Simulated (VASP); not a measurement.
Set up this calculation in VASP 6.6.1, as the native input.

```
Task                   : single point
Functional             : PBEsol
Potentials or basis    : VASP PAW PBE potentials, release 64 (Mo_sv, Se)
Cutoff                 : 520 eV
k mesh                 : 12 × 12 × 6
Occupations            : gaussian, width 0.1 eV
Spin                   : no spin polarisation
Dipole correction      : no
Further INCAR settings : ALGO = Normal; EDIFF = 1e-07; NBANDS = 28
```

The structure of MoSe lies in POSCAR:

```
MoSe
1.0
    3.2284874235      0.0000000000      0.0000000000
   -1.6142437117      2.7959521245      0.0000000000
    0.0000000000      0.0000000000      7.1137260779
Mo Se
2 2
Direct
    0.0000000000      0.0000000000      0.0000000000
    0.0000000000      0.0000000000      0.5000000000
    0.3333333333      0.6666666667      0.2500000000
    0.6666666667      0.3333333333      0.7500000000
```

One way to write it, as run:

INCAR

```
SYSTEM = MoSe
PREC = Accurate
ENCUT = 520
EDIFF = 1E-7
ISMEAR = 0
SIGMA = 0.1
LREAL = .FALSE.
LASPH = .TRUE.
NELM = 80
ALGO = Normal
ISIF = 2
LWAVE = .FALSE.
LCHARG = .TRUE.
GGA = PS
LELF = .TRUE.
LVHAR = .TRUE.
NBANDS = 28
```

KPOINTS

```
Automatic mesh
0
G
  12 12 6
  0 0 0
```

Potentials or basis: VASP PAW PBE potentials, release 64 (Mo_sv, Se).

Launch:

```sh
$ cat potpaw_PBE.64/Mo_sv/POTCAR potpaw_PBE.64/Se/POTCAR > POTCAR
$ mpirun -np 1 vasp_std > vasp.out
```

Results of the run:

```json
{
 "Pressure": "0.5 GPa",
 "Band gap on the k mesh": "zero (bands 20 and 21 overlap by 1.61 eV)"
}
```

Caveat: the PAW data sets were made with another functional, which shifts forces and pressure a little.

Run time: 46 s on 1 thread of Intel(R) Xeon(R) 6975P-C (Granite Rapids), with other jobs on the host, peak memory 0.25 GiB.
